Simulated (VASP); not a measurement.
Runs of VASP 6.6.1 on LiF. The structure is that of space group R-3m (No. 166), or close to it. The cells are those of the table. 

```tsv
level	cell	gap on the mesh (eV)
PBE	a = 3.271 Å, angles 45.7°, 2 atoms	(a)
PBE	a = 3.588 Å, angles 38.9°, 2 atoms	4.17
PBE	a = 2.714 Å, angles 67.3°, 2 atoms	(b)
revPBE+D3(BJ)	a = 2.714 Å, angles 67.3°, 2 atoms	8.72
PBE	a = 2.557 Å, angles 82.7°, 2 atoms	7.97
```

Alike in all rows: task single point; potentials or basis VASP PAW PBE potentials, release 64 (Li_sv, F); no spin polarisation; k mesh 12 × 12 × 12; cutoff (eV) 520; smearing gaussian 0.05 eV.

Task: Fill in the values left out.

Result: (a) 6.96; (b) 8.52.

A k mesh can miss the band edges.
